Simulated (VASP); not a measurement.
# TaN (Fm-3m) in VASP: relaxation of cell and atoms with LDA

Aim: the relaxation of cell and atoms of TaN with LDA.

Program: VASP 6.6.1. These are calculated values, not measurements. Logs are shortened: lines on timing, memory, paths and dates and some standing lists are left out, and cuts for length are marked.

## Step 1: The cell of the first run

Symmetry: Fm-3m, No. 225, cubic system. Conventional cell: a = 4.390 Å, b = 4.390 Å, c = 4.390 Å, α = 90.00°, β = 90.00°, γ = 90.00°. Within 2.9 Å of Ta (site symmetry m-3m) lie 6 N at 2.19 Å. Within 2.9 Å of N (site symmetry m-3m) lie 6 Ta at 2.19 Å.

## Step 2: Relaxation of cell and atoms, LDA

INCAR reads:

```
SYSTEM = TaN
PREC = Accurate
ENCUT = 700
EDIFF = 1E-7
ISMEAR = 0
SIGMA = 0.1
LREAL = .False.
LASPH = .True.
NELM = 120
ALGO = Normal
ISIF = 3
LWAVE = .False.
LCHARG = .False.
IBRION = 2
NSW = 100
EDIFFG = -0.05
GGA_COMPAT = .False.
NELMIN = 4
```

KPOINTS reads:

```
regular mesh
0
Gamma
  8 8 8
  0 0 0
```

POSCAR reads:

```
TaN
1.0
    0.0000000000      2.1950000000      2.1950000000
    2.1950000000      0.0000000000      2.1950000000
    2.1950000000      2.1950000000      0.0000000000
Ta N
1 1
Direct
    0.0000000000      0.0000000000      0.0000000000
    0.5000000000      0.5000000000      0.5000000000
```

Potentials or basis: VASP PAW LDA potentials, release 64 (Ta_sv_GW, N).

On the command line:

```console
$ cat potpaw_LDA.64/Ta_sv_GW/POTCAR potpaw_LDA.64/N/POTCAR > POTCAR
$ mpirun -np 1 vasp_std > vasp.out
```

OUTCAR:

```text
SYSTEM = TaN
   PREC = Accurate
   ENCUT = 700
   EDIFF = 1E-7
   ISMEAR = 0
   LREAL = .False.
   LASPH = .True.
   NELM = 120
   ISIF = 3
   IBRION = 2
   NSW = 100
   EDIFFG = -0.05
   NELMIN = 4

 ion  position               nearest neighbor table
   1  0.000  0.000  0.000-   2 2.19   2 2.19   2 2.19   2 2.19   2 2.19   2 2.19
   2  0.500  0.500  0.500-   1 2.19   1 2.19   1 2.19   1 2.19   1 2.19   1 2.19

  LATTYP: Found a face centered cubic cell.
 ALAT       =     4.3900000000

  Lattice vectors:

 A1 = (   0.0000000000,   2.1950000000,   2.1950000000)
 A2 = (   2.1950000000,   0.0000000000,   2.1950000000)
 A3 = (   2.1950000000,   2.1950000000,   0.0000000000)

Analysis of symmetry for initial positions (statically):
=====================================================================
 Subroutine PRICEL returns:
 Original cell was already a primitive cell.

 Routine SETGRP: Setting up the symmetry group for a
 face centered cubic supercell.

 Subroutine GETGRP returns: Found 48 space group operations
 (whereof 48 operations were pure point group operations)
 out of a pool of 48 trial point group operations.

The static configuration has the point symmetry O_h .

Analysis of symmetry for dynamics (positions and initial velocities):
=====================================================================
 Subroutine PRICEL returns:
 Original cell was already a primitive cell.

 Routine SETGRP: Setting up the symmetry group for a
 face centered cubic supercell.

 Subroutine GETGRP returns: Found 48 space group operations
 (whereof 48 operations were pure point group operations)
 out of a pool of 48 trial point group operations.

The dynamic configuration has the point symmetry O_h .

 Subroutine INISYM returns: Found 48 space group operations
 (whereof 48 operations are pure point group operations),
 and found     1 'primitive' translations

----------------------------------------------------------------------------------------

                                     Primitive cell

  volume of cell :      21.1511

  direct lattice vectors                    reciprocal lattice vectors
     0.000000000  2.195000000  2.195000000    -0.227790433  0.227790433  0.227790433
     2.195000000  0.000000000  2.195000000     0.227790433 -0.227790433  0.227790433
     2.195000000  2.195000000  0.000000000     0.227790433  0.227790433 -0.227790433

  length of vectors
     3.104198769  3.104198769  3.104198769     0.394544603  0.394544603  0.394544603

  position of ions in fractional coordinates (direct lattice)
     0.000000000  0.000000000  0.000000000
     0.500000000  0.500000000  0.500000000

  ion indices of the primitive-cell ions
   primitive index   ion index
                 1           1
                 2           2

----------------------------------------------------------------------------------------

 KPOINTS: regular mesh

Automatic generation of k-mesh.
 Grid dimensions read from file:
 generate k-points for:    8    8    8

 Generating k-lattice:

  Cartesian coordinates                     Fractional coordinates (reciprocal lattice)
    -0.028473804  0.028473804  0.028473804     0.125000000  0.000000000  0.000000000
     0.028473804 -0.028473804  0.028473804     0.000000000  0.125000000  0.000000000
     0.028473804  0.028473804 -0.028473804     0.000000000  0.000000000  0.125000000

  Length of vectors
     0.049318075  0.049318075  0.049318075

  Shift w.r.t. Gamma in fractional coordinates (k-lattice)
     0.000000000  0.000000000  0.000000000

 Subroutine IBZKPT returns following result:
 ===========================================

 Found     29 irreducible k-points:

 Following reciprocal coordinates:
            Coordinates               Weight
  0.000000  0.000000  0.000000      1.000000
  0.125000  0.000000  0.000000      8.000000
  0.250000  0.000000  0.000000      8.000000
  0.375000  0.000000  0.000000      8.000000
  0.500000  0.000000  0.000000      4.000000
  0.125000  0.125000  0.000000      6.000000
[... 16 lines left out ...]
  0.500000  0.250000  0.125000     48.000000
 -0.375000  0.250000  0.125000     24.000000
 [... further k-points ...]
   k-points           NKPTS =     29   k-points in BZ     NKDIM =     29   number of bands    NBANDS=     13
   number of dos      NEDOS =    301   number of ions     NIONS =      2
   total plane-waves  NPLWV =  21952
   dimension x,y,z NGX =    28 NGY =   28 NGZ =   28
   dimension x,y,z NGXF=    56 NGYF=   56 NGZF=   56
   ions per type =               1   1
   NGX,Y,Z   is equivalent  to a cutoff of  15.00, 15.00, 15.00 a.u.
   NGXF,Y,Z  is equivalent  to a cutoff of  29.99, 29.99, 29.99 a.u.
 SYSTEM =  TaN
   PREC   = accura    normal or accurate (medium, high low for compatibility)
   ISTART =      0    job   : 0-new  1-cont  2-samecut
   ICHARG =      2    charge: 1-file 2-atom 10-const
   ISPIN  =      1    spin polarized calculation?
   LNONCOLLINEAR =      F non collinear calculations
   LSORBIT =      F    spin-orbit coupling
   LASPH  =      T    aspherical Exc in radial PAW
   ENCUT  =  700.0 eV  51.45 Ry    7.17 a.u.   6.70  6.70  6.70*2*pi/ulx,y,z
   NELM   =    120;   NELMIN=  4; NELMDL= -5     # of ELM steps
   EDIFF  = 0.1E-06   stopping-criterion for ELM
   LREAL  =      F    real-space projection
   EDIFFG = -.5E-01   stopping-criterion for IOM
   NSW    =    100    number of steps for IOM
   IBRION =      2    ionic relax: 0-MD 1-quasi-New 2-CG
   NFREE  =      1    steps in history (QN), initial steepest desc. (CG)
   ISIF   =      3    stress and relaxation
   ISYM   =      2    0-nonsym 1-usesym 2-fastsym
   POTIM  = 0.5000    time-step for ionic-motion
   TEBEG  =    0.0;   TEEND  =   0.0 temperature during run
   PSTRESS=    0.0 pullay stress
   NELECT =      18.0000    total number of electrons
   NUPDOWN=      -1.0000    fix difference up-down
   EMIN   =  10.00;   EMAX   =-10.00  energy-range for DOS
   EFERMI =   0.00;   METHOD = LEGACY
   ISMEAR =     0;   SIGMA  =   0.10  broadening in eV -4-tet -1-fermi 0-gaus
   EFERMI_NEDOS =   21; number of points for ismear=-14 and -15
   IALGO  =     38    algorithm
   IMIX   =      4    mixing-type and parameters
     AMIX     =   0.40;   BMIX     =  1.00
     AMIX_MAG =   1.60;   BMIX_MAG =  1.00
  volume/ion in A,a.u.               =      10.58        71.37
  Fermi-wavevector in a.u.,A,eV,Ry     =   1.551391  2.931703 32.746674  2.406813
  Thomas-Fermi vector in A             =   2.655917
   LORBIT       =      0    0 simple, 1 ext, 2 COOP (PROOUT), +10 PAW based schemes
   GGA     = CA    functional components
   LHFCALC =     F    Hartree Fock is set to
   AEXX    =    0.0000 exact exchange contribution
   IVDW    =     0    specifies the selected vdW correction
   LEPSILON=     F    determine dielectric tensor
   LRPA    =     F    only Hartree local field effects (RPA)
 conjugate gradient relaxation of ions
 non-spin polarized calculation
 Gauss-broadening in eV      SIGMA  =   0.10
  energy-cutoff  :      700.00
  volume of cell :       21.15
 maximum number of plane-waves:       905
   NGX = 13   NGY = 13   NGZ = 13

--------------------------------------- Ionic step        1  -------------------------------------------

 number of electron      18.0000000 magnetization

 Free energy of the ion-electron system (eV)
  ---------------------------------------------------
  ext. energy  EPLUGINS =         0.00000000
  ---------------------------------------------------
  free energy    TOTEN  =       -26.63393270 eV

  energy without entropy =      -26.63070964  energy(sigma->0) =      -26.63232117

------------------------ aborting loop because EDIFF is reached ----------------------------------------

  FORCE on cell =-STRESS in cart. coord.  units (eV):
  Direction    XX          YY          ZZ          XY          YZ          ZX
  --------------------------------------------------------------------------------------
  -------------------------------------------------------------------------------------
  Total       -1.1865244     -1.1865244     -1.1865244     -0.0000000      0.0000000      0.0000000
  in kB      -89.8780563    -89.8780563    -89.8780563     -0.0000000      0.0000000      0.0000000
  external PRESSURE =     -89.8780563 kB  Pullay stress =       0.0000000 kB

 VOLUME and BASIS-vectors are now :
 -----------------------------------------------------------------------------
  energy-cutoff  :      700.00
  volume of cell :       21.15
      direct lattice vectors                 reciprocal lattice vectors
     0.000000000  2.195000000  2.195000000    -0.227790433  0.227790433  0.227790433
     2.195000000  0.000000000  2.195000000     0.227790433 -0.227790433  0.227790433
     2.195000000  2.195000000  0.000000000     0.227790433  0.227790433 -0.227790433
[... 37 lines left out ...]
 POSITION                                       TOTAL-FORCE (eV/Angst)
 -----------------------------------------------------------------------------------
      2.13218      0.00000      2.13218         0.000000      0.000000      0.000000
      2.13218      2.13218      2.13218        -0.000000     -0.000000     -0.000000
 -----------------------------------------------------------------------------------
    total drift:                                0.000000      0.000000      0.000000

  FREE ENERGIE OF THE ION-ELECTRON SYSTEM (eV)
  ---------------------------------------------------
  free  energy   TOTEN  =       -26.5511652246 eV

  energy  without entropy=      -26.5483077998  energy(sigma->0) =      -26.54973651

--------------------------------------- Ionic step        3  -------------------------------------------

 number of electron      18.0000000 magnetization

 Free energy of the ion-electron system (eV)
  ---------------------------------------------------
  ext. energy  EPLUGINS =         0.00000000
  ---------------------------------------------------
  free energy    TOTEN  =       -26.64903469 eV

  energy without entropy =      -26.64594234  energy(sigma->0) =      -26.64748852

 E-fermi :  14.0052     XC(G=0): -14.2357

 val. band max:       13.9741349423   @ k =   0.0000   0.0000   0.0000
 cond. band min:      14.1792695657   @ k =  -0.3750   0.2500   0.1250
 fundamental gap:      0.2051346234
 Fermi energy:        14.0052129319

 k-point     1 :       0.0000    0.0000    0.0000
  band No.  band energies     occupation
      1     -55.1089      2.00000
      2     -21.5219      2.00000
      3     -21.5219      2.00000
      4     -21.5219      2.00000
      5      -4.8735      2.00000
      6      10.1095      2.00000
      7      10.1095      2.00000
      8      10.1095      2.00000
      9      11.7473      2.00000
     10      11.7473      2.00000
     11      11.7473      2.00000
     12      13.9741      1.33971
     13      13.9741      1.33971

 k-point     2 :       0.1250    0.0000    0.0000
  band No.  band energies     occupation
      1     -55.0992      2.00000
      2     -21.6757      2.00000
      3     -21.5357      2.00000
      4     -21.5357      2.00000
      5      -4.4758      2.00000
      6       8.5387      2.00000
      7       9.0008      2.00000
      8       9.0009      2.00000
      9      12.2946      2.00000
     10      12.2946      2.00000
     11      12.3649      2.00000
[... 339 lines left out ...]
 k-point    24 :      -0.3750    0.2500    0.1250
  band No.  band energies     occupation
      1     -55.0305      2.00000
      2     -22.3458      2.00000
      3     -21.8633      2.00000
      4     -21.6987      2.00000
      5      -2.2726      2.00000
      6       4.6500      2.00000
      7       6.7642      2.00000
      8       6.7821      2.00000
      9      14.1793      0.01383
     10      14.6417      0.00000
     11      16.6874      0.00000
     12      19.4137      0.00000
     13      20.5553      0.00000

 [... further k-points ...]

------------------------ aborting loop because EDIFF is reached ----------------------------------------

  FORCE on cell =-STRESS in cart. coord.  units (eV):
  Direction    XX          YY          ZZ          XY          YZ          ZX
  --------------------------------------------------------------------------------------
  -------------------------------------------------------------------------------------
  Total       -0.0260528     -0.0260528     -0.0260528      0.0000000     -0.0000000      0.0000000
  in kB       -2.0227454     -2.0227454     -2.0227454      0.0000000     -0.0000000      0.0000000
  external PRESSURE =      -2.0227454 kB  Pullay stress =       0.0000000 kB

 VOLUME and BASIS-vectors are now :
 -----------------------------------------------------------------------------
  energy-cutoff  :      700.00
  volume of cell :       20.64
      direct lattice vectors                 reciprocal lattice vectors
    -0.000000000  2.177031219  2.177031219    -0.229670570  0.229670570  0.229670570
     2.177031219  0.000000000  2.177031219     0.229670570 -0.229670570  0.229670570
     2.177031219  2.177031219  0.000000000     0.229670570  0.229670570 -0.229670570

 POSITION                                       TOTAL-FORCE (eV/Angst)
 -----------------------------------------------------------------------------------
      0.00000      0.00000      0.00000        -0.000000     -0.000000     -0.000000
      2.17703      2.17703      2.17703         0.000000      0.000000      0.000000
 -----------------------------------------------------------------------------------
    total drift:                                0.000000      0.000000      0.000000

  FREE ENERGIE OF THE ION-ELECTRON SYSTEM (eV)
  ---------------------------------------------------
  free  energy   TOTEN  =       -26.6490346944 eV

  energy  without entropy=      -26.6459423399  energy(sigma->0) =      -26.64748852

 reached required accuracy - stopping structural energy minimisation
```

It took 33 s on 1 thread of Intel Xeon Platinum 8375C at 2.90GHz (Ice Lake), shared host; peak memory 0.16 GiB.

Results:

* Free energy: -26.6490 eV
* Relaxed volume: 10.32 Å³/atom
* Relaxed cell: a = 3.079 Å, b = 3.079 Å, c = 3.079 Å, α = 60.00°, β = 60.00°, γ = 60.00°
* Space group after relaxing (to 0.1 Å): Fm-3m (No. 225)
* Energy gained by relaxing: 7.6 meV/atom
* Ionic steps: 3
* Pressure after relaxing: -0.2 GPa

Step by step:
```
step  energy change (eV)  largest force (eV/Å)  pressure (GPa)  volume (Å³)
   1              0.0000                0.0000           -8.99        21.15
   2              0.0828                0.0000           26.84        19.39
   3             -0.0151                0.0000           -0.20        20.64
```

Final structure:
```
Ta N
1.0
     0.00000    2.17703    2.17703
     2.17703    0.00000    2.17703
     2.17703    2.17703    0.00000
Ta N
1 1
Direct
  0.00000 0.00000 0.00000
  0.50000 0.50000 0.50000
```

Levels at points of the mesh, in eV from the Fermi level:
| k point | band 7 | band 8 | band 9 | band 10 | band 11 | band 12 |
| --- | --- | --- | --- | --- | --- | --- |
| (0.00, 0.00, 0.00) | -3.90 | -3.90 | -2.26 | -2.26 | -2.26 | -0.03 |
| (0.50, 0.00, 0.00) | -7.83 | -7.83 | 1.93 | 1.93 | 2.04 | 3.97 |
| (0.50, 0.50, 0.00) | -5.72 | -4.67 | -4.67 | 2.12 | 3.67 | 3.67 |

Caveat: the highest band is partly filled, so the run has too few bands; spin-orbit coupling is left out, which moves the levels of the heavy elements.
